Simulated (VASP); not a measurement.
# Mg (P6_3/mmc) in VASP: notebook

Mg is run at these levels: LDA; tasks: single point, relaxation of volume and atoms at fixed shape.

Program: VASP 6.6.1. These are calculated values, not measurements. Logs are shortened: lines on timing, memory, paths and dates and some standing lists are left out, and cuts for length are marked.

## 1. The cell of the first run

It takes space group P6_3/mmc (No. 194, hexagonal). Conventional cell: a = 3.134 Å, b = 3.134 Å, c = 5.087 Å, α = 90.00°, β = 90.00°, γ = 120.00°. Within 4.1 Å of Mg (site symmetry -6m2) lie 12 Mg at 3.12 to 3.13 Å.

## 2. Single point, LDA

Input file INCAR:

```
  PREC = Accurate
  ENCUT = 520
  EDIFF = 1E-6
  ISMEAR = 1
  SIGMA = 0.1
  LREAL = F
  LASPH = T
  NELM = 60
  ALGO = Normal
  ISIF = 2
  LWAVE = F
  LCHARG = F
  NBANDS = 9
```

Input file KPOINTS:

```
Automatic mesh
0
Gamma
  6 6 4
```

Input file POSCAR:

```
Mg
1.0
    3.1336197723      0.0000000000      0.0000000000
   -1.5668098862      2.7137943286      0.0000000000
    0.0000000000      0.0000000000      5.0874334167
Mg
2
Direct
    0.3333333333      0.6666666667      0.2500000000
    0.6666666667      0.3333333333      0.7500000000
```

Potentials or basis: VASP PAW LDA potentials, release 64 (Mg).

The run is started by

```console
$ cat potpaw_LDA.64/Mg/POTCAR > POTCAR
$ mpirun -np 1 vasp_std > vasp.out
```

OUTCAR:

```text
PREC = Accurate
   ENCUT = 520
   EDIFF = 1E-6
   ISMEAR = 1
   LREAL = F
   LASPH = T
   NELM = 60
   ISIF = 2

 ion  position               nearest neighbor table
   1  0.333  0.667  0.250-   2 3.12   2 3.12   2 3.12   2 3.12   2 3.12   2 3.12
   2  0.667  0.333  0.750-   1 3.12   1 3.12   1 3.12   1 3.12   1 3.12   1 3.12

  LATTYP: Found a hexagonal cell.
 ALAT       =     3.1336197723
 C/A-ratio  =     1.6235005477

  Lattice vectors:

 A1 = (   3.1336197723,   0.0000000000,   0.0000000000)
 A2 = (  -1.5668098862,   2.7137943286,   0.0000000000)
 A3 = (   0.0000000000,   0.0000000000,   5.0874334167)

Analysis of symmetry for initial positions (statically):
=====================================================================
 Subroutine PRICEL returns:
 Original cell was already a primitive cell.

 Routine SETGRP: Setting up the symmetry group for a
 hexagonal supercell.

 Subroutine GETGRP returns: Found 24 space group operations
 (whereof 12 operations were pure point group operations)
 out of a pool of 24 trial point group operations.

The static configuration has the point symmetry D_3d.
 The point group associated with its full space group is D_6h.

Analysis of symmetry for dynamics (positions and initial velocities):
=====================================================================
 Subroutine PRICEL returns:
 Original cell was already a primitive cell.

 Routine SETGRP: Setting up the symmetry group for a
 hexagonal supercell.

 Subroutine GETGRP returns: Found 24 space group operations
 (whereof 12 operations were pure point group operations)
 out of a pool of 24 trial point group operations.

The dynamic configuration has the point symmetry D_3d.
 The point group associated with its full space group is D_6h.

 Subroutine INISYM returns: Found 24 space group operations
 (whereof 12 operations are pure point group operations),
 and found     1 'primitive' translations

----------------------------------------------------------------------------------------

                                     Primitive cell

  volume of cell :      43.2635

  direct lattice vectors                    reciprocal lattice vectors
     3.133619772  0.000000000  0.000000000     0.319119763  0.184243881  0.000000000
    -1.566809886  2.713794329  0.000000000     0.000000000  0.368487762  0.000000000
     0.000000000  0.000000000  5.087433417     0.000000000  0.000000000  0.196562769

  length of vectors
     3.133619772  3.133619772  5.087433417     0.368487762  0.368487762  0.196562769

  position of ions in fractional coordinates (direct lattice)
     0.333333333  0.666666667  0.250000000
     0.666666667  0.333333333  0.750000000

  ion indices of the primitive-cell ions
   primitive index   ion index
                 1           1
                 2           2

----------------------------------------------------------------------------------------

 KPOINTS: Automatic mesh

Automatic generation of k-mesh.
 Grid dimensions read from file:
 generate k-points for:    6    6    4

 Generating k-lattice:

  Cartesian coordinates                     Fractional coordinates (reciprocal lattice)
     0.053186627  0.030707314  0.000000000     0.166666667  0.000000000  0.000000000
     0.000000000  0.061414627  0.000000000     0.000000000  0.166666667  0.000000000
     0.000000000  0.000000000  0.049140692     0.000000000  0.000000000  0.250000000

  Length of vectors
     0.061414627  0.061414627  0.049140692

  Shift w.r.t. Gamma in fractional coordinates (k-lattice)
     0.000000000  0.000000000  0.000000000

 Subroutine IBZKPT returns following result:
 ===========================================

 Found     21 irreducible k-points:

 Following reciprocal coordinates:
            Coordinates               Weight
  0.000000  0.000000  0.000000      1.000000
  0.166667 -0.000000  0.000000      6.000000
  0.333333  0.000000  0.000000      6.000000
  0.500000  0.000000  0.000000      3.000000
  0.166667  0.166667  0.000000      6.000000
  0.333333  0.166667  0.000000     12.000000
[... 13 lines left out ...]
  0.333333  0.166667  0.500000     12.000000
  0.333333  0.333333  0.500000      2.000000
   k-points           NKPTS =     21   k-points in BZ     NKDIM =     21   number of bands    NBANDS=      9
   number of dos      NEDOS =    301   number of ions     NIONS =      2
   total plane-waves  NPLWV =  23040
   dimension x,y,z NGX =    24 NGY =   24 NGZ =   40
   dimension x,y,z NGXF=    48 NGYF=   48 NGZF=   80
   ions per type =               2
   NGX,Y,Z   is equivalent  to a cutoff of  12.73, 12.73, 13.07 a.u.
   NGXF,Y,Z  is equivalent  to a cutoff of  25.47, 25.47, 26.14 a.u.
 SYSTEM =  unknown system
   PREC   = accura    normal or accurate (medium, high low for compatibility)
   ISTART =      0    job   : 0-new  1-cont  2-samecut
   ICHARG =      2    charge: 1-file 2-atom 10-const
   ISPIN  =      1    spin polarized calculation?
   LNONCOLLINEAR =      F non collinear calculations
   LSORBIT =      F    spin-orbit coupling
   LASPH  =      T    aspherical Exc in radial PAW
   ENCUT  =  520.0 eV  38.22 Ry    6.18 a.u.   5.83  5.83  9.46*2*pi/ulx,y,z
   NELM   =     60;   NELMIN=  2; NELMDL= -5     # of ELM steps
   EDIFF  = 0.1E-05   stopping-criterion for ELM
   LREAL  =      F    real-space projection
   EDIFFG = 0.1E-04   stopping-criterion for IOM
   NSW    =      0    number of steps for IOM
   IBRION =     -1    ionic relax: 0-MD 1-quasi-New 2-CG
   NFREE  =      0    steps in history (QN), initial steepest desc. (CG)
   ISIF   =      2    stress and relaxation
   ISYM   =      2    0-nonsym 1-usesym 2-fastsym
   POTIM  = 0.5000    time-step for ionic-motion
   TEBEG  =    0.0;   TEEND  =   0.0 temperature during run
   PSTRESS=    0.0 pullay stress
   NELECT =       4.0000    total number of electrons
   NUPDOWN=      -1.0000    fix difference up-down
   EMIN   =  10.00;   EMAX   =-10.00  energy-range for DOS
   EFERMI =   0.00;   METHOD = LEGACY
   ISMEAR =     1;   SIGMA  =   0.10  broadening in eV -4-tet -1-fermi 0-gaus
   EFERMI_NEDOS =   21; number of points for ismear=-14 and -15
   IALGO  =     38    algorithm
   IMIX   =      4    mixing-type and parameters
     AMIX     =   0.40;   BMIX     =  1.00
     AMIX_MAG =   1.60;   BMIX_MAG =  1.00
  volume/ion in A,a.u.               =      21.63       145.98
  Fermi-wavevector in a.u.,A,eV,Ry     =   0.740265  1.398899  7.455897  0.547993
  Thomas-Fermi vector in A             =   1.834626
   LORBIT       =      0    0 simple, 1 ext, 2 COOP (PROOUT), +10 PAW based schemes
   GGA     = CA    functional components
   LHFCALC =     F    Hartree Fock is set to
   AEXX    =    0.0000 exact exchange contribution
   IVDW    =     0    specifies the selected vdW correction
   LEPSILON=     F    determine dielectric tensor
   LRPA    =     F    only Hartree local field effects (RPA)
 non-spin polarized calculation
 Methfessel and Paxton  Order N= 1 SIGMA  =   0.10
  energy-cutoff  :      520.00
  volume of cell :       43.26
 maximum number of plane-waves:      1182
 NGX is ok and might be reduce to    24
   NGX = 11   NGY = 11   NGZ = 19

 number of electron       4.0000000 magnetization

 Free energy of the ion-electron system (eV)
  ---------------------------------------------------
  ext. energy  EPLUGINS =         0.00000000
  ---------------------------------------------------
  free energy    TOTEN  =        -3.55297264 eV

  energy without entropy =       -3.55151563  energy(sigma->0) =       -3.55248697

 E-fermi :   2.6239     XC(G=0):  -8.8736

 val. band max:        2.5827489070   @ k =   0.1667   0.1667   0.0000
 cond. band min:       2.6475196024   @ k =   0.3333   0.1667   0.0000
 fundamental gap:      0.0647706954
 Fermi energy:         2.6239367769

 k-point     1 :       0.0000    0.0000    0.0000
  band No.  band energies     occupation
      1      -4.3939      2.00000
      2       1.0365      2.00000
      3       1.5110      2.00000
      4      14.0257      0.00000
      5      14.0257      0.00000
      6      14.1919      0.00000
      7      14.1919      0.00000
      8      14.9467      0.00000
      9      16.7171      0.00000

 k-point     2 :       0.1667   -0.0000    0.0000
  band No.  band energies     occupation
      1      -3.8271      2.00000
      2       1.5513      2.00000
      3       2.0562      2.00000
      4       9.1239      0.00000
      5      11.7709      0.00000
      6      12.3924      0.00000
      7      13.9759      0.00000
      8      14.9522      0.00000
      9      16.4331      0.00000

 k-point     3 :       0.3333    0.0000    0.0000
  band No.  band energies     occupation
      1      -2.1481      2.00000
      2       3.0992     -0.00000
      3       3.3818     -0.00000
      4       4.7647      0.00000
      5       9.3479      0.00000
      6       9.5157      0.00000
      7      10.3711      0.00000
      8      12.2294      0.00000
      9      14.8452      0.00000

 k-point     4 :       0.5000    0.0000    0.0000
  band No.  band energies     occupation
      1       0.5626      2.00000
      2       0.5873      2.00000
      3       5.5274      0.00000
      4       5.8717      0.00000
      5       6.1878      0.00000
      6       6.6032      0.00000
      7       9.9064      0.00000
      8      11.3962      0.00000
      9      14.3036      0.00000
[... 169 lines left out ...]
 k-point    19 :       0.1667    0.1667    0.5000
  band No.  band energies     occupation
      1      -1.2866      2.00000
      2      -1.2866      2.00000
      3       7.8649      0.00000
      4       7.8649      0.00000
      5       8.3276      0.00000
      6       8.3276      0.00000
      7      10.3408      0.00000
      8      10.3408      0.00000
      9      17.3845      0.00000

 k-point    20 :       0.3333    0.1667    0.5000
  band No.  band energies     occupation
      1       0.8678      2.00000
      2       0.8678      2.00000
      3       4.1176     -0.00000
      4       4.1176     -0.00000
      5       7.3426      0.00000
      6       7.3426      0.00000
      7      11.9203      0.00000
      8      11.9203      0.00000
      9      14.7206      0.00000

 k-point    21 :       0.3333    0.3333    0.5000
  band No.  band energies     occupation
      1       2.9835     -0.00000
      2       2.9835     -0.00000
      3       3.4606     -0.00000
      4       3.4606     -0.00000
      5       4.4226     -0.00000
      6       4.4226     -0.00000
      7      14.0694      0.00000
      8      14.0708      0.00000
      9      14.2413      0.00000

------------------------ aborting loop because EDIFF is reached ----------------------------------------

  FORCE on cell =-STRESS in cart. coord.  units (eV):
  Direction    XX          YY          ZZ          XY          YZ          ZX
  --------------------------------------------------------------------------------------
  -------------------------------------------------------------------------------------
  Total       -0.1449391     -0.1449391      0.0227570      0.0000000      0.0000000     -0.0000000
  in kB       -5.3675245     -5.3675245      0.8427602      0.0000000      0.0000000     -0.0000000
  external PRESSURE =      -3.2974296 kB  Pullay stress =       0.0000000 kB

 VOLUME and BASIS-vectors are now :
 -----------------------------------------------------------------------------
  energy-cutoff  :      520.00
  volume of cell :       43.26
      direct lattice vectors                 reciprocal lattice vectors
     3.133619772  0.000000000  0.000000000     0.319119763  0.184243881  0.000000000
    -1.566809886  2.713794329  0.000000000     0.000000000  0.368487762  0.000000000
     0.000000000  0.000000000  5.087433417     0.000000000  0.000000000  0.196562769

 POSITION                                       TOTAL-FORCE (eV/Angst)
 -----------------------------------------------------------------------------------
     -0.00000      1.80920      1.27186        -0.000000      0.000000      0.000000
      1.56681      0.90460      3.81558         0.000000     -0.000000      0.000000
 -----------------------------------------------------------------------------------
    total drift:                                0.000000     -0.000000      0.000000

  FREE ENERGIE OF THE ION-ELECTRON SYSTEM (eV)
  ---------------------------------------------------
  free  energy   TOTEN  =        -3.5529726420 eV

  energy  without entropy=       -3.5515156256  energy(sigma->0) =       -3.55248697
```

It took 3.1 s on 1 thread of Intel Xeon Platinum 8488C (Sapphire Rapids), shared host; peak memory 0.13 GiB.

What came out:

```yaml
Free_energy: -3.5530 eV
Pressure: -0.3 GPa
Band_gap_on_the_k_mesh: zero (band 2 reaches 3.10 eV, above the bottom of band 3 at 1.51 eV)
```

Stress tensor (GPa, compression positive):
```
-0.54  0.00  0.00
 0.00 -0.54  0.00
 0.00  0.00  0.08
```

Levels at points of the mesh, in eV from the Fermi level:
```
           k point  band 1  band 2  band 3  band 4  band 5
(0.00, 0.00, 0.00)   -7.02   -1.59   -1.11   11.40   11.40
(0.50, 0.00, 0.00)   -2.06   -2.04    2.90    3.25    3.56
(0.00, 0.00, 0.50)   -5.57   -5.57    5.35    5.35   12.15
(0.50, 0.00, 0.50)   -0.98   -0.98   -0.29   -0.29    8.40
```

Caveat: the k points lie up to 0.39 Å⁻¹ apart.

## 3. Relaxation of volume and atoms at fixed shape, LDA

This run uses another cell than the first one, of 23.24 Å³/atom, 1.074 times its volume.

Input file INCAR:

```
ALGO     = Normal         # electronic algorithm
EDIFF    = 1E-7           # SCF threshold, eV
EDIFFG   = -0.02          # ionic threshold
ENCUT    = 600            # plane-wave cutoff, eV
IBRION   = 2              # ionic algorithm
ISIF     = 8              # what is computed and relaxed
ISMEAR   = 1              # smearing method
LASPH    = T              # aspherical terms in the spheres
LCHARG   = F              # write CHGCAR
LREAL    = F              # projectors in reciprocal space
LWAVE    = F              # write WAVECAR
NELM     = 80             # most SCF steps
NSW      = 80             # ionic steps
PREC     = Accurate       # precision mode
SIGMA    = 0.1            # smearing width, eV
```

Input file KPOINTS:

```
k-points
0
Gamma
  6 6 4
```

Input file POSCAR:

```
Mg
1.0
    3.2093000000      0.0000000000      0.0000000000
   -1.6046500000      2.7793350000      0.0000000000
    0.0000000000      0.0000000000      5.2103000000
Mg
2
Direct
    0.3333333333      0.6666666667      0.2500000000
    0.6666666667      0.3333333333      0.7500000000
```

Potentials or basis: VASP PAW LDA potentials, release 64 (Mg).

The run is started by

```console
$ cat potpaw_LDA.64/Mg/POTCAR > POTCAR
$ mpirun -np 1 vasp_std > vasp.out
```

Wall time 7.5 s (1 thread of Intel Xeon Platinum 8488C (Sapphire Rapids), shared host); peak memory 0.15 GiB.

It converged, with:

* Free energy: -3.5535 eV
* Relaxed volume: 21.48 Å³/atom
* Relaxed cell: a = 3.126 Å, b = 3.126 Å, c = 5.075 Å, α = 90.00°, β = 90.00°, γ = 120.00°
* Space group after relaxing (to 0.05 Å): P6_3/mmc (No. 194)
* Energy gained by relaxing: 16.7 meV/atom
* Ionic steps: 3
* Pressure after relaxing: 0.0 GPa
* Band gap on the k mesh: zero (band 2 reaches 3.13 eV, above the bottom of band 3 at 1.55 eV)

Stress tensor (GPa, compression positive):
```
-0.27  0.00  0.00
 0.00 -0.27  0.00
 0.00  0.00  0.42
```

Step by step:
```
step  energy change (eV)  largest force (eV/Å)  pressure (GPa)  volume (Å³)
   1              0.0000                0.0000           -2.81        46.47
   2             -0.0312                0.0000           -0.80        43.78
   3             -0.0334                0.0000           -0.04        42.96
```

Final structure:
```
Mg
1.0
     3.12616    0.00000    0.00000
    -1.56308    2.70733    0.00000
     0.00000    0.00000    5.07532
Mg
2
Direct
  0.33333 0.66667 0.25000
  0.66667 0.33333 0.75000
```

Levels at points of the mesh, in eV from the Fermi level:
```
           k point  band 1  band 2  band 3  band 4  band 5
(0.00, 0.00, 0.00)   -7.05   -1.60   -1.11   11.45   11.45
(0.50, 0.00, 0.00)   -2.07   -2.04    2.92    3.25    3.59
(0.00, 0.00, 0.50)   -5.59   -5.59    5.38    5.38   12.20
(0.50, 0.00, 0.50)   -0.99   -0.99   -0.29   -0.29    8.43
```

Caveat: the k points lie up to 0.39 Å⁻¹ apart in the final cell. LDA usually gives volumes a few per cent too small.
